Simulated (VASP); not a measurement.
Wanted: the native input for a VASP 6.6.1 run.

* Task: single point
* Functional: r2SCAN
* Potentials or basis: VASP PAW PBE potentials, release 64 (W_sv, S)
* Cutoff: 520 eV
* k mesh: 12 × 12 × 12
* Occupations: gaussian, width 0.02 eV
* Spin: no spin polarisation
* Dipole correction: no
* Further INCAR settings: ALGO = Normal; EDIFF = 1e-06; NBANDS = 20

Crystal: WS2.

```xyz
3
Lattice="1.5928 0.9196 6.7298 -1.5928 0.9196 6.7298 0.0000 -1.8393 6.7298" Properties=species:S:1:pos:R:3 pbc="T T T"
W     0.0000    0.0000    0.0136
S     0.0000    0.0000    5.1848
S     0.0000    0.0000    8.3022
```

One way to write it, as run:

POSCAR

```
WS2
1.0
    1.5928403082      0.9196267807      6.7298289724
   -1.5928403082      0.9196267807      6.7298289724
    0.0000000000     -1.8392535615      6.7298289724
W S
1 2
Direct
    0.0006759207      0.0006759207      0.0006759207
    0.2568083875      0.2568083875      0.2568083875
    0.4112156917      0.4112156917      0.4112156917
```

INCAR.step1

```
ALGO = Normal ; EDIFF = 1E-4
ENCUT = 520 ; GGA = PE
ISMEAR = 0 ; LASPH = T
LCHARG = F ; LREAL = F
LWAVE = T ; NBANDS = 20
NELM = 80 ; PREC = Accurate
SIGMA = 0.02
```

INCAR.step2

```
ALGO = Normal ; EDIFF = 1E-6
ENCUT = 520 ; ISIF = 2
ISMEAR = 0 ; ISTART = 1
LASPH = T ; LCHARG = T
LELF = T ; LMIXTAU = T
LREAL = F ; LVHAR = T
LWAVE = F ; METAGGA = R2SCAN
NBANDS = 20 ; NELM = 80
PREC = Accurate ; SIGMA = 0.02
```

KPOINTS

```
k-points
0
Gamma
  12 12 12
```

Potentials or basis: VASP PAW PBE potentials, release 64 (W_sv, S).

Command:

```console
$ cat potpaw_PBE.64/W_sv/POTCAR potpaw_PBE.64/S/POTCAR > POTCAR
$ cp INCAR.step1 INCAR
$ mpirun -np 1 vasp_std > vasp.out
$ cp INCAR.step2 INCAR
$ mpirun -np 1 vasp_std > vasp.out
```

Results of the run:

The pressure is -0.2 GPa, the largest force is 0.020 eV/Å and the band gap on the k mesh is 1.45 eV (least direct gap 1.91 eV).

Caveat: the PAW data sets were made with another functional, which shifts forces and pressure a little; spin-orbit coupling is left out, which moves the levels of the heavy elements.

Run time: 53 min on 1 thread of Intel(R) Xeon(R) Platinum 8259CL CPU @ 2.50GHz (Skylake/Cascade Lake), on a shared host, peak memory 0.57 GiB.
